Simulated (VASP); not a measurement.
# GaAs (F-43m) in VASP: further runs

GaAs is run at these levels: PBE; tasks: single point.

Everything below comes from runs of VASP 6.6.1. Logs are shortened: lines on timing, memory, paths and dates and some standing lists are left out, and cuts for length are marked.

### 1 The cell of the first run

Symmetry: F-43m, No. 216, cubic system. The conventional cell has a = 5.628 Å, b = 5.628 Å, c = 5.628 Å, α = 90.00°, β = 90.00°, γ = 90.00°. Ga (site symmetry -43m) has 4 As at 2.44 Å within 3.2 Å. As (site symmetry -43m) has 4 Ga at 2.44 Å within 3.2 Å.

### 2 Single point, PBE (volume scaled by 0.94)

Contents of INCAR:

```
  PREC = Accurate
  ENCUT = 520
  EDIFF = 1E-7
  ISMEAR = 0
  SIGMA = 0.02
  LREAL = False
  LASPH = True
  NELM = 80
  ALGO = Normal
  ISIF = 2
  LWAVE = False
  LCHARG = False
  GGA = PE
  NBANDS = 16
```

Contents of KPOINTS:

```
Automatic mesh
0
Gamma
  12 12 12
```

Contents of POSCAR:

```
GaAs
1.0
    0.0000000000      2.8140494524      2.8140494524
    2.8140494524      0.0000000000      2.8140494524
    2.8140494524      2.8140494524      0.0000000000
Ga As
1 1
Direct
    0.0000000000      0.0000000000      0.0000000000
    0.2500000000      0.2500000000      0.2500000000
```

Potentials or basis: VASP PAW PBE potentials, release 64 (Ga_d, As).

On the command line:

```
cat potpaw_PBE.64/Ga_d/POTCAR potpaw_PBE.64/As/POTCAR > POTCAR
mpirun -np 1 vasp_std > vasp.out
```

OUTCAR:

```text
PREC = Accurate
   ENCUT = 520
   EDIFF = 1E-7
   ISMEAR = 0
   LREAL = False
   LASPH = True
   NELM = 80
   ISIF = 2
   GGA = PE

 ion  position               nearest neighbor table
   1  0.000  0.000  0.000-   2 2.44   2 2.44   2 2.44   2 2.44
   2  0.250  0.250  0.250-   1 2.44   1 2.44   1 2.44   1 2.44

  LATTYP: Found a face centered cubic cell.
 ALAT       =     5.6280989048

  Lattice vectors:

 A1 = (   0.0000000000,   2.8140494524,   2.8140494524)
 A2 = (   2.8140494524,   0.0000000000,   2.8140494524)
 A3 = (   2.8140494524,   2.8140494524,   0.0000000000)

Analysis of symmetry for initial positions (statically):
=====================================================================
 Subroutine PRICEL returns:
 Original cell was already a primitive cell.

 Routine SETGRP: Setting up the symmetry group for a
 face centered cubic supercell.

 Subroutine GETGRP returns: Found 24 space group operations
 (whereof 24 operations were pure point group operations)
 out of a pool of 48 trial point group operations.

The static configuration has the point symmetry T_d .

Analysis of symmetry for dynamics (positions and initial velocities):
=====================================================================
 Subroutine PRICEL returns:
 Original cell was already a primitive cell.

 Routine SETGRP: Setting up the symmetry group for a
 face centered cubic supercell.

 Subroutine GETGRP returns: Found 24 space group operations
 (whereof 24 operations were pure point group operations)
 out of a pool of 48 trial point group operations.

The dynamic configuration has the point symmetry T_d .

 Subroutine INISYM returns: Found 24 space group operations
 (whereof 24 operations are pure point group operations),
 and found     1 'primitive' translations

----------------------------------------------------------------------------------------

                                     Primitive cell

  volume of cell :      44.5682

  direct lattice vectors                    reciprocal lattice vectors
     0.000000000  2.814049452  2.814049452    -0.177679891  0.177679891  0.177679891
     2.814049452  0.000000000  2.814049452     0.177679891 -0.177679891  0.177679891
     2.814049452  2.814049452  0.000000000     0.177679891  0.177679891 -0.177679891

  length of vectors
     3.979666901  3.979666901  3.979666901     0.307750599  0.307750599  0.307750599

  position of ions in fractional coordinates (direct lattice)
     0.000000000  0.000000000  0.000000000
     0.250000000  0.250000000  0.250000000

  ion indices of the primitive-cell ions
   primitive index   ion index
                 1           1
                 2           2

----------------------------------------------------------------------------------------

 KPOINTS: Automatic mesh

Automatic generation of k-mesh.
 Grid dimensions read from file:
 generate k-points for:   12   12   12

 Generating k-lattice:

  Cartesian coordinates                     Fractional coordinates (reciprocal lattice)
    -0.014806658  0.014806658  0.014806658     0.083333333  0.000000000  0.000000000
     0.014806658 -0.014806658  0.014806658     0.000000000  0.083333333  0.000000000
     0.014806658  0.014806658 -0.014806658     0.000000000  0.000000000  0.083333333

  Length of vectors
     0.025645883  0.025645883  0.025645883

  Shift w.r.t. Gamma in fractional coordinates (k-lattice)
     0.000000000  0.000000000  0.000000000

 Subroutine IBZKPT returns following result:
 ===========================================

 Found     72 irreducible k-points:

 Following reciprocal coordinates:
            Coordinates               Weight
  0.000000  0.000000  0.000000      1.000000
  0.083333  0.000000  0.000000      8.000000
  0.166667  0.000000  0.000000      8.000000
  0.250000  0.000000  0.000000      8.000000
  0.333333  0.000000  0.000000      8.000000
  0.416667  0.000000  0.000000      8.000000
[... 16 lines left out ...]
  0.500000  0.166667  0.000000     24.000000
 -0.416667  0.166667  0.000000     24.000000
 [... further k-points ...]
   k-points           NKPTS =     72   k-points in BZ     NKDIM =     72   number of bands    NBANDS=     16
   number of dos      NEDOS =    301   number of ions     NIONS =      2
   total plane-waves  NPLWV =  27000
   dimension x,y,z NGX =    30 NGY =   30 NGZ =   30
   dimension x,y,z NGXF=    60 NGYF=   60 NGZF=   60
   ions per type =               1   1
   NGX,Y,Z   is equivalent  to a cutoff of  12.53, 12.53, 12.53 a.u.
   NGXF,Y,Z  is equivalent  to a cutoff of  25.06, 25.06, 25.06 a.u.
 SYSTEM =  unknown system
   PREC   = accura    normal or accurate (medium, high low for compatibility)
   ISTART =      0    job   : 0-new  1-cont  2-samecut
   ICHARG =      2    charge: 1-file 2-atom 10-const
   ISPIN  =      1    spin polarized calculation?
   LNONCOLLINEAR =      F non collinear calculations
   LSORBIT =      F    spin-orbit coupling
   LASPH  =      T    aspherical Exc in radial PAW
   ENCUT  =  520.0 eV  38.22 Ry    6.18 a.u.   7.40  7.40  7.40*2*pi/ulx,y,z
   NELM   =     80;   NELMIN=  2; NELMDL= -5     # of ELM steps
   EDIFF  = 0.1E-06   stopping-criterion for ELM
   LREAL  =      F    real-space projection
   EDIFFG = 0.1E-05   stopping-criterion for IOM
   NSW    =      0    number of steps for IOM
   IBRION =     -1    ionic relax: 0-MD 1-quasi-New 2-CG
   NFREE  =      0    steps in history (QN), initial steepest desc. (CG)
   ISIF   =      2    stress and relaxation
   ISYM   =      2    0-nonsym 1-usesym 2-fastsym
   POTIM  = 0.5000    time-step for ionic-motion
   TEBEG  =    0.0;   TEEND  =   0.0 temperature during run
   PSTRESS=    0.0 pullay stress
   NELECT =      18.0000    total number of electrons
   NUPDOWN=      -1.0000    fix difference up-down
   EMIN   =  10.00;   EMAX   =-10.00  energy-range for DOS
   EFERMI =   0.00;   METHOD = LEGACY
   ISMEAR =     0;   SIGMA  =   0.02  broadening in eV -4-tet -1-fermi 0-gaus
   EFERMI_NEDOS =   21; number of points for ismear=-14 and -15
   IALGO  =     38    algorithm
   IMIX   =      4    mixing-type and parameters
     AMIX     =   0.40;   BMIX     =  1.00
     AMIX_MAG =   1.60;   BMIX_MAG =  1.00
  volume/ion in A,a.u.               =      22.28       150.38
  Fermi-wavevector in a.u.,A,eV,Ry     =   1.210107  2.286772 19.923829  1.464360
  Thomas-Fermi vector in A             =   2.345664
   LORBIT       =      0    0 simple, 1 ext, 2 COOP (PROOUT), +10 PAW based schemes
   GGA     = PE    functional components
   LHFCALC =     F    Hartree Fock is set to
   AEXX    =    0.0000 exact exchange contribution
   IVDW    =     0    specifies the selected vdW correction
   LEPSILON=     F    determine dielectric tensor
   LRPA    =     F    only Hartree local field effects (RPA)
 non-spin polarized calculation
 Gauss-broadening in eV      SIGMA  =   0.02
  energy-cutoff  :      520.00
  volume of cell :       44.57
 maximum number of plane-waves:      1243
 NGX is ok and might be reduce to    30
   NGX = 15   NGY = 15   NGZ = 15

 number of electron      18.0000006 magnetization

 Free energy of the ion-electron system (eV)
  ---------------------------------------------------
  ext. energy  EPLUGINS =         0.00000000
  ---------------------------------------------------
  free energy    TOTEN  =        -8.23644418 eV

  energy without entropy =       -8.23644418  energy(sigma->0) =       -8.23644418

 E-fermi :   4.2111     XC(G=0):  -9.6498

 val. band max:        4.0596893505   @ k =   0.0000   0.0000   0.0000
 cond. band min:       4.6837669413   @ k =   0.0000   0.0000   0.0000
 fundamental gap:      0.6240775908
 Fermi energy:         4.2110951618

 k-point     1 :       0.0000    0.0000    0.0000
  band No.  band energies     occupation
      1     -10.7711      2.00000
      2     -10.7711      2.00000
      3     -10.7711      2.00000
      4     -10.6884      2.00000
      5     -10.6884      2.00000
      6      -8.7646      2.00000
[... 8 lines left out ...]
     15      14.2167      0.00000
     16      14.2167      0.00000

 k-point     2 :       0.0833    0.0000    0.0000
  band No.  band energies     occupation
      1     -10.7778      2.00000
      2     -10.7693      2.00000
      3     -10.7693      2.00000
      4     -10.6885      2.00000
      5     -10.6885      2.00000
      6      -8.6810      2.00000
[... 8 lines left out ...]
     15      13.6738      0.00000
     16      13.6738      0.00000

 k-point     3 :       0.1667    0.0000    0.0000
  band No.  band energies     occupation
      1     -10.7952      2.00000
      2     -10.7649      2.00000
      3     -10.7649      2.00000
      4     -10.6886      2.00000
      5     -10.6886      2.00000
      6      -8.4375      2.00000
[... 8 lines left out ...]
     15      13.1213      0.00000
     16      13.1213      0.00000

 k-point     4 :       0.2500    0.0000    0.0000
  band No.  band energies     occupation
      1     -10.8169      2.00000
      2     -10.7593      2.00000
      3     -10.7593      2.00000
      4     -10.6881      2.00000
      5     -10.6881      2.00000
      6      -8.0576      2.00000
[... 8 lines left out ...]
     15      13.1074      0.00000
     16      13.1074      0.00000
[... 324 lines left out ...]
 k-point    22 :       0.4167    0.1667    0.0000
  band No.  band energies     occupation
      1     -10.8526      2.00000
      2     -10.7474      2.00000
      3     -10.7435      2.00000
      4     -10.6955      2.00000
      5     -10.6820      2.00000
      6      -7.1890      2.00000
[... 8 lines left out ...]
     15      15.0733      0.00000
     16      15.9034      0.00000

 k-point    23 :       0.5000    0.1667    0.0000
  band No.  band energies     occupation
      1     -10.8597      2.00000
      2     -10.7465      2.00000
      3     -10.7423      2.00000
      4     -10.6924      2.00000
      5     -10.6830      2.00000
      6      -6.8243      2.00000
[... 8 lines left out ...]
     15      15.7065      0.00000
     16      16.0150      0.00000

 k-point    24 :      -0.4167    0.1667    0.0000
  band No.  band energies     occupation
      1     -10.8598      2.00000
      2     -10.7467      2.00000
      3     -10.7432      2.00000
      4     -10.6893      2.00000
      5     -10.6856      2.00000
      6      -6.7649      2.00000
[... 8 lines left out ...]
     15      14.4779      0.00000
     16      15.2390      0.00000

 [... further k-points ...]
[... 5 lines left out ...]
  --------------------------------------------------------------------------------------
  -------------------------------------------------------------------------------------
  Total        1.2688499      1.2688499      1.2688499     -0.0000000      0.0000000     -0.0000000
  in kB       45.6137363     45.6137363     45.6137363     -0.0000000      0.0000000     -0.0000000
  external PRESSURE =      45.6137363 kB  Pullay stress =       0.0000000 kB

 VOLUME and BASIS-vectors are now :
 -----------------------------------------------------------------------------
  energy-cutoff  :      520.00
  volume of cell :       44.57
      direct lattice vectors                 reciprocal lattice vectors
     0.000000000  2.814049452  2.814049452    -0.177679891  0.177679891  0.177679891
     2.814049452  0.000000000  2.814049452     0.177679891 -0.177679891  0.177679891
     2.814049452  2.814049452  0.000000000     0.177679891  0.177679891 -0.177679891

 POSITION                                       TOTAL-FORCE (eV/Angst)
 -----------------------------------------------------------------------------------
      0.00000      0.00000      0.00000        -0.000000     -0.000000     -0.000000
      1.40702      1.40702      1.40702         0.000000      0.000000      0.000000
 -----------------------------------------------------------------------------------
    total drift:                                0.000001      0.000001      0.000002

  FREE ENERGIE OF THE ION-ELECTRON SYSTEM (eV)
  ---------------------------------------------------
  free  energy   TOTEN  =        -8.2364441813 eV

  energy  without entropy=       -8.2364441813  energy(sigma->0) =       -8.23644418
```

Wall time 56 s (1 thread of AMD EPYC 9R45 (Zen 5), shared host); peak memory 0.17 GiB.

What came out:

```yaml
Free_energy: -8.2364 eV
Pressure: 4.6 GPa
Band_gap_on_the_k_mesh: 0.62 eV, direct
```

### 3 Single point, PBE (volume scaled by 0.97)

Contents of INCAR:

```
SYSTEM = GaAs
PREC = Accurate
ENCUT = 520
EDIFF = 1E-6
ISMEAR = 0
SIGMA = 0.02
LREAL = .FALSE.
LASPH = .TRUE.
NELM = 60
ALGO = Normal
ISIF = 2
LWAVE = .FALSE.
LCHARG = .FALSE.
GGA = PE
NBANDS = 16
```

Contents of KPOINTS:

```
regular mesh
0
G
  12 12 12
  0 0 0
```

Contents of POSCAR:

```
GaAs
1.0
    0.0000000000      2.8436732025      2.8436732025
    2.8436732025      0.0000000000      2.8436732025
    2.8436732025      2.8436732025      0.0000000000
Ga As
1 1
Direct
    0.0000000000      0.0000000000      0.0000000000
    0.2500000000      0.2500000000      0.2500000000
```

Potentials or basis: VASP PAW PBE potentials, release 64 (Ga_d, As).

On the command line:

```
cat potpaw_PBE.64/Ga_d/POTCAR potpaw_PBE.64/As/POTCAR > POTCAR
mpirun -np 1 vasp_std > vasp.out
```

It took 39 s on 1 thread of AMD EPYC 9R45 (Zen 5), shared host; peak memory 0.17 GiB.

Results (log left out):

- Free energy: -8.2661 eV
- Pressure: 2.2 GPa
- Band gap on the k mesh: 0.39 eV, direct

Levels at points of the mesh, in eV from the valence-band top:
```tsv
k point	band 5	band 6	band 7	band 8	band 9	band 10	band 11	band 12	band 13	band 14
(0.00, 0.00, 0.00)	-14.70	-12.60	0.00	0.00	0.00	0.39	3.73	3.73	3.73	7.53
(0.50, 0.00, 0.00)	-14.70	-10.89	-6.54	-1.11	-1.11	0.95	4.63	4.63	7.74	10.27
(0.50, 0.50, 0.00)	-14.69	-10.17	-6.74	-2.62	-2.62	1.50	1.66	10.03	10.03	10.82
```

### 4 Single point, PBE (volume scaled by 1.03)

Contents of INCAR:

```
  PREC = Accurate
  ENCUT = 520
  EDIFF = 1E-6
  ISMEAR = 0
  SIGMA = 0.02
  LREAL = False
  LASPH = True
  NELM = 60
  ALGO = Normal
  ISIF = 2
  LWAVE = False
  LCHARG = True
  GGA = PE
  LELF = True
  LVHAR = True
  NBANDS = 16
```

Contents of KPOINTS:

```
Automatic mesh
0
Gamma
  12 12 12
```

Contents of POSCAR:

```
GaAs
1.0
    0.0000000000      2.9011366280      2.9011366280
    2.9011366280      0.0000000000      2.9011366280
    2.9011366280      2.9011366280      0.0000000000
Ga As
1 1
Direct
    0.0000000000      0.0000000000      0.0000000000
    0.2500000000      0.2500000000      0.2500000000
```

On the command line:

```
cat potpaw_PBE.64/Ga_d/POTCAR potpaw_PBE.64/As/POTCAR > POTCAR
mpirun -np 1 vasp_std > vasp.out
```

Run time: 45 s. Hardware: 1 thread of AMD EPYC 9R45 (Zen 5), shared host; peak memory 0.18 GiB.

The run converged. Its results:

| Property | Result |
| --- | --- |
| Free energy | -8.2701 eV |
| Pressure | -1.5 GPa |
| Band gap on the k mesh | zero (filled and empty bands touch) |

Levels at points of the mesh, in eV from the Fermi level:
| k point | band 5 | band 6 | band 7 | band 8 | band 9 | band 10 | band 11 | band 12 | band 13 | band 14 |
| --- | --- | --- | --- | --- | --- | --- | --- | --- | --- | --- |
| (0.00, 0.00, 0.00) | -14.63 | -12.20 | -0.05 | -0.01 | -0.01 | -0.01 | 3.70 | 3.70 | 3.70 | 7.35 |
| (0.50, 0.00, 0.00) | -14.62 | -10.67 | -6.24 | -1.04 | -1.04 | 0.79 | 4.60 | 4.60 | 7.65 | 9.82 |
| (0.50, 0.50, 0.00) | -14.62 | -10.03 | -6.48 | -2.42 | -2.42 | 1.60 | 1.68 | 9.55 | 9.55 | 10.29 |

### 5 Summary

```tsv
cell	gap on the mesh (eV)	pressure (GPa)
a = 3.980 Å, angles 60.0°, 2 atoms	0.62	4.6
a = 4.022 Å, angles 60.0°, 2 atoms	0.39	2.2
a = 4.103 Å, angles 60.0°, 2 atoms	none	-1.5
```

Alike in all rows: task single point; level PBE; potentials or basis VASP PAW PBE potentials, release 64 (Ga_d, As); no spin polarisation; k mesh 12 × 12 × 12; cutoff (eV) 520; smearing gaussian 0.02 eV.

Absolute energies hang on the potentials; compare differences alone.
